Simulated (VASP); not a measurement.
# Al12N in VASP: a series of runs

Runs on Al12N. Level: PBE. Tasks: single point, relaxation of the atoms.

Program: VASP 6.6.1. These are calculated values, not measurements. Logs are shortened: lines on timing, memory, paths and dates and some standing lists are left out, and cuts for length are marked.

### 1 The cell of the first run

The cell holds a slab with vacuum, 13 atoms: a = 5.714 Å, b = 5.714 Å, c = 19.675 Å, α = 90.00°, β = 90.00°, γ = 90.00°.

### 2 Single point, PBE

The input, INCAR:

```
SYSTEM = Al12N
PREC = Accurate
ENCUT = 520
EDIFF = 1E-7
ISMEAR = 0
SIGMA = 0.1
LREAL = .FALSE.
LASPH = .TRUE.
NELM = 100
ALGO = Normal
ISIF = 2
LWAVE = .FALSE.
LCHARG = .FALSE.
LDIPOL = .TRUE.
IDIPOL = 3
DIPOL = 0.5 0.5 0.324
GGA = PE
NBANDS = 32
```

The input, KPOINTS:

```
regular mesh
0
G
  5 5 1
  0 0 0
```

The input, POSCAR:

```
Al12N
1.0
    5.7135165839      0.0000000000      0.0000000000
    0.0000000000      5.7135165839      0.0000000000
    0.0000000000      0.0000000000     19.6746954090
Al N
12 1
Direct
    0.2500000000      0.2500000000      0.2033068323
    0.2500000000      0.7500000000      0.2033068323
    0.7500000000      0.2500000000      0.2033068323
    0.7500000000      0.7500000000      0.2033068323
    0.0000000000      0.0000000000      0.3092728581
    0.0000000000      0.5000000000      0.3092728581
    0.5000000000      0.0000000000      0.3092728581
    0.5000000000      0.5000000000      0.3092728581
    0.2500000000      0.2500000000      0.4154928571
    0.2500000000      0.7500000000      0.4154928571
    0.7500000000      0.2500000000      0.4154928571
    0.7500000000      0.7500000000      0.4154928571
    0.2500000000      0.2500000000      0.5046913751
```

Potentials or basis: VASP PAW PBE potentials, release 64 (Al, N).

Started as:

```
> cat potpaw_PBE.64/Al/POTCAR potpaw_PBE.64/N/POTCAR > POTCAR
> mpirun -np 1 vasp_std > vasp.out
```

OUTCAR:

```text
SYSTEM = Al12N
   PREC = Accurate
   ENCUT = 520
   EDIFF = 1E-7
   ISMEAR = 0
   LREAL = .FALSE.
   LASPH = .TRUE.
   NELM = 100
   ISIF = 2
   GGA = PE

 ion  position               nearest neighbor table
   1  0.250  0.250  0.203-   2 2.86   3 2.86   2 2.86   3 2.86   7 2.90   8 2.90   5 2.90   6 2.90

   2  0.250  0.750  0.203-   1 2.86   4 2.86   1 2.86   4 2.86   7 2.90   8 2.90   5 2.90   6 2.90

   3  0.750  0.250  0.203-   1 2.86   4 2.86   4 2.86   1 2.86   7 2.90   8 2.90   5 2.90   6 2.90
[... 15 lines left out ...]
  11  0.750  0.250  0.415-   9 2.86  12 2.86  12 2.86   9 2.86   5 2.91   6 2.91   7 2.91   8 2.91

  12  0.750  0.750  0.415-  10 2.86  11 2.86  11 2.86  10 2.86   5 2.91   6 2.91   7 2.91   8 2.91

  13  0.250  0.250  0.505-   9 1.75

  LATTYP: Found a simple tetragonal cell.
 ALAT       =     5.7135165839
 C/A-ratio  =     3.4435351889

  Lattice vectors:

 A1 = (   5.7135165839,   0.0000000000,   0.0000000000)
 A2 = (   0.0000000000,   5.7135165839,   0.0000000000)
 A3 = (   0.0000000000,   0.0000000000,  19.6746954090)

Analysis of symmetry for initial positions (statically):
=====================================================================
 Subroutine PRICEL returns:
 Original cell was already a primitive cell.

 Routine SETGRP: Setting up the symmetry group for a
 simple tetragonal supercell.

 Subroutine GETGRP returns: Found  8 space group operations
 (whereof  2 operations were pure point group operations)
 out of a pool of 16 trial point group operations.

The static configuration has the point symmetry C_1h.
 The point group associated with its full space group is C_4v.

Analysis of symmetry for dynamics (positions and initial velocities):
=====================================================================
 Subroutine PRICEL returns:
 Original cell was already a primitive cell.

 Routine SETGRP: Setting up the symmetry group for a
 simple tetragonal supercell.

 Subroutine GETGRP returns: Found  8 space group operations
 (whereof  2 operations were pure point group operations)
 out of a pool of 16 trial point group operations.

The dynamic configuration has the point symmetry C_1h.
 The point group associated with its full space group is C_4v.

 Subroutine INISYM returns: Found  8 space group operations
 (whereof  2 operations are pure point group operations),
 and found     1 'primitive' translations

----------------------------------------------------------------------------------------

                                     Primitive cell

  volume of cell :     642.2661

  direct lattice vectors                    reciprocal lattice vectors
     5.713516584  0.000000000  0.000000000     0.175023558  0.000000000  0.000000000
     0.000000000  5.713516584  0.000000000     0.000000000  0.175023558  0.000000000
     0.000000000  0.000000000 19.674695409     0.000000000  0.000000000  0.050826708

  length of vectors
     5.713516584  5.713516584 19.674695409     0.175023558  0.175023558  0.050826708

  position of ions in fractional coordinates (direct lattice)
     0.250000000  0.250000000  0.203306832
     0.250000000  0.750000000  0.203306832
     0.750000000  0.250000000  0.203306832
     0.750000000  0.750000000  0.203306832
     0.000000000  0.000000000  0.309272858
     0.000000000  0.500000000  0.309272858
     0.500000000  0.000000000  0.309272858
     0.500000000  0.500000000  0.309272858
     0.250000000  0.250000000  0.415492857
     0.250000000  0.750000000  0.415492857
     0.750000000  0.250000000  0.415492857
     0.750000000  0.750000000  0.415492857
     0.250000000  0.250000000  0.504691375

  ion indices of the primitive-cell ions
   primitive index   ion index
                 1           1
                 2           2
                 3           3
                 4           4
                 5           5
                 6           6
                 7           7
                 8           8
                 9           9
                10          10
                11          11
                12          12
                13          13

----------------------------------------------------------------------------------------

 KPOINTS: regular mesh

Automatic generation of k-mesh.
 Grid dimensions read from file:
 generate k-points for:    5    5    1

 Generating k-lattice:

  Cartesian coordinates                     Fractional coordinates (reciprocal lattice)
     0.035004712  0.000000000  0.000000000     0.200000000  0.000000000  0.000000000
     0.000000000  0.035004712  0.000000000     0.000000000  0.200000000  0.000000000
     0.000000000  0.000000000  0.050826708     0.000000000  0.000000000  1.000000000

  Length of vectors
     0.035004712  0.035004712  0.050826708

  Shift w.r.t. Gamma in fractional coordinates (k-lattice)
     0.000000000  0.000000000  0.000000000

 Subroutine IBZKPT returns following result:
 ===========================================

 Found      6 irreducible k-points:

 Following reciprocal coordinates:
            Coordinates               Weight
  0.000000  0.000000  0.000000      1.000000
  0.200000  0.000000  0.000000      4.000000
  0.400000  0.000000  0.000000      4.000000
  0.200000  0.200000  0.000000      4.000000
  0.400000  0.200000  0.000000      8.000000
  0.400000  0.400000  0.000000      4.000000
   k-points           NKPTS =      6   k-points in BZ     NKDIM =      6   number of bands    NBANDS=     32
   number of dos      NEDOS =    301   number of ions     NIONS =     13
   total plane-waves  NPLWV = 264600
   dimension x,y,z NGX =    42 NGY =   42 NGZ =  150
   dimension x,y,z NGXF=    84 NGYF=   84 NGZF=  300
   ions per type =              12   1
   NGX,Y,Z   is equivalent  to a cutoff of  12.22, 12.22, 12.67 a.u.
   NGXF,Y,Z  is equivalent  to a cutoff of  24.44, 24.44, 25.35 a.u.
 SYSTEM =  Al12N
   PREC   = accura    normal or accurate (medium, high low for compatibility)
   ISTART =      0    job   : 0-new  1-cont  2-samecut
   ICHARG =      2    charge: 1-file 2-atom 10-const
   ISPIN  =      1    spin polarized calculation?
   LNONCOLLINEAR =      F non collinear calculations
   LSORBIT =      F    spin-orbit coupling
   LASPH  =      T    aspherical Exc in radial PAW
   ENCUT  =  520.0 eV  38.22 Ry    6.18 a.u.  10.62 10.62 36.58*2*pi/ulx,y,z
   NELM   =    100;   NELMIN=  2; NELMDL= -5     # of ELM steps
   EDIFF  = 0.1E-06   stopping-criterion for ELM
   LREAL  =      F    real-space projection
   EDIFFG = 0.1E-05   stopping-criterion for IOM
   NSW    =      0    number of steps for IOM
   IBRION =     -1    ionic relax: 0-MD 1-quasi-New 2-CG
   NFREE  =      0    steps in history (QN), initial steepest desc. (CG)
   ISIF   =      2    stress and relaxation
   ISYM   =      2    0-nonsym 1-usesym 2-fastsym
   POTIM  = 0.5000    time-step for ionic-motion
   TEBEG  =    0.0;   TEEND  =   0.0 temperature during run
   PSTRESS=    0.0 pullay stress
   NELECT =      41.0000    total number of electrons
   NUPDOWN=      -1.0000    fix difference up-down
   EMIN   =  10.00;   EMAX   =-10.00  energy-range for DOS
   EFERMI =   0.00;   METHOD = LEGACY
   ISMEAR =     0;   SIGMA  =   0.10  broadening in eV -4-tet -1-fermi 0-gaus
   EFERMI_NEDOS =   21; number of points for ismear=-14 and -15
   IALGO  =     38    algorithm
   IMIX   =      4    mixing-type and parameters
     AMIX     =   0.40;   BMIX     =  1.00
     AMIX_MAG =   1.60;   BMIX_MAG =  1.00
  volume/ion in A,a.u.               =      49.41       333.40
  Fermi-wavevector in a.u.,A,eV,Ry     =   0.654281  1.236412  5.824435  0.428084
  Thomas-Fermi vector in A             =   1.724790
   LORBIT       =      0    0 simple, 1 ext, 2 COOP (PROOUT), +10 PAW based schemes
   GGA     = PE    functional components
   LHFCALC =     F    Hartree Fock is set to
   AEXX    =    0.0000 exact exchange contribution
   IVDW    =     0    specifies the selected vdW correction
   LEPSILON=     F    determine dielectric tensor
   LRPA    =     F    only Hartree local field effects (RPA)
 non-spin polarized calculation
 Gauss-broadening in eV      SIGMA  =   0.10
  energy-cutoff  :      520.00
  volume of cell :      642.27
 maximum number of plane-waves:     17320
   NGX = 21   NGY = 21   NGZ = 73

 dipolmoment           0.000000      0.000000     -0.081248 electrons x Angstroem

 number of electron      41.0000000 magnetization

 dipolmoment           0.000000      0.000000      0.368613 electrons x Angstroem

 Free energy of the ion-electron system (eV)
  ---------------------------------------------------
  ext. energy  EPLUGINS =         0.00000000
  ---------------------------------------------------
  free energy    TOTEN  =       -46.52583349 eV

  energy without entropy =      -46.48579490  energy(sigma->0) =      -46.50581420

 E-fermi :  -1.0203     XC(G=0):  -4.3366

 val. band max:       -1.0337683780   @ k =   0.2000   0.2000   0.0000
 cond. band min:      -0.9886046227   @ k =   0.4000   0.2000   0.0000
 fundamental gap:      0.0451637553
 Fermi energy:        -1.0202724872

 k-point     1 :       0.0000    0.0000    0.0000
  band No.  band energies     occupation
      1     -13.4082      2.00000
      2     -11.1152      2.00000
      3      -8.9189      2.00000
      4      -6.7793      2.00000
      5      -6.7349      2.00000
      6      -6.6640      2.00000
[... 199 lines left out ...]
     31       1.9708      0.00000
     32       2.0623      0.00000

------------------------ aborting loop because EDIFF is reached ----------------------------------------

 vacuum level on the upper side and lower side of the slab       (xc-potential included)         0.924        -1.069

  FORCE on cell =-STRESS in cart. coord.  units (eV):
  Direction    XX          YY          ZZ          XY          YZ          ZX
  --------------------------------------------------------------------------------------
  -------------------------------------------------------------------------------------
  Total       -8.0803770     -8.0803770     -0.9139592     -0.0000000      0.0000000      0.0000000
  in kB      -20.1570606    -20.1570606     -2.2799346     -0.0000000      0.0000000      0.0000000
  external PRESSURE =     -14.1980186 kB  Pullay stress =       0.0000000 kB

 VOLUME and BASIS-vectors are now :
 -----------------------------------------------------------------------------
  energy-cutoff  :      520.00
  volume of cell :      642.27
      direct lattice vectors                 reciprocal lattice vectors
     5.713516584  0.000000000  0.000000000     0.175023558  0.000000000  0.000000000
     0.000000000  5.713516584  0.000000000     0.000000000  0.175023558  0.000000000
     0.000000000  0.000000000 19.674695409     0.000000000  0.000000000  0.050826708

 POSITION                                       TOTAL-FORCE (eV/Angst)
 -----------------------------------------------------------------------------------
      1.42838      1.42838      4.00000         0.000000     -0.000000      0.003145
      1.42838      4.28514      4.00000        -0.000000     -0.000000      0.030324
      4.28514      1.42838      4.00000        -0.000000     -0.000000      0.030324
      4.28514      4.28514      4.00000         0.000000      0.000000      0.111097
      0.00000      0.00000      6.08485         0.056107      0.056107      0.024440
      0.00000      2.85676      6.08485         0.056107     -0.056107      0.024440
      2.85676      0.00000      6.08485        -0.056107      0.056107      0.024440
      2.85676      2.85676      6.08485        -0.056107     -0.056107      0.024440
      1.42838      1.42838      8.17470         0.000000     -0.000000     -1.023815
      1.42838      4.28514      8.17470         0.000000     -0.000000      0.355624
      4.28514      1.42838      8.17470        -0.000000     -0.000000      0.355624
      4.28514      4.28514      8.17470         0.000000     -0.000000      0.025877
      1.42838      1.42838      9.92965         0.000000      0.000000      0.014039
 -----------------------------------------------------------------------------------
    total drift:                                0.000000     -0.000000      0.000315

  FREE ENERGIE OF THE ION-ELECTRON SYSTEM (eV)
  ---------------------------------------------------
  free  energy   TOTEN  =       -46.5258334869 eV

  energy  without entropy=      -46.4857949049  energy(sigma->0) =      -46.50581420

 vacuum level on the upper side and lower side of the slab         5.285         3.235
```

Run time: 7.1 min. Hardware: 1 thread of Intel Xeon 8259CL, shared host; peak memory 0.61 GiB.

What came out:

```
Free energy            : -46.5258 eV
Largest force          : 1.024 eV/Å
Band gap on the k mesh : zero (an odd number of electrons rules out a gap without spin polarisation)
```

Forces in eV/Å, atoms in the order of the input:
```
Al   0.000  0.000  0.003
Al   0.000  0.000  0.030
Al   0.000  0.000  0.030
Al   0.000  0.000  0.111
Al   0.056  0.056  0.024
Al   0.056 -0.056  0.024
Al  -0.056  0.056  0.024
Al  -0.056 -0.056  0.024
Al   0.000  0.000 -1.024
Al   0.000  0.000  0.356
Al   0.000  0.000  0.356
Al   0.000  0.000  0.026
N    0.000  0.000  0.014
```

Levels at points of the mesh, in eV from the Fermi level:
| k point | band 16 | band 17 | band 18 | band 19 | band 20 | band 21 | band 22 | band 23 | band 24 | band 25 |
| --- | --- | --- | --- | --- | --- | --- | --- | --- | --- | --- |
| (0.00, 0.00, 0.00) | -1.37 | -1.01 | -1.01 | -0.78 | -0.77 | -0.41 | -0.02 | -0.02 | 0.28 | 0.82 |

[end of part 1 of 2]

The gap in the log of VASP goes by the Fermi energy; the results here count the filled bands.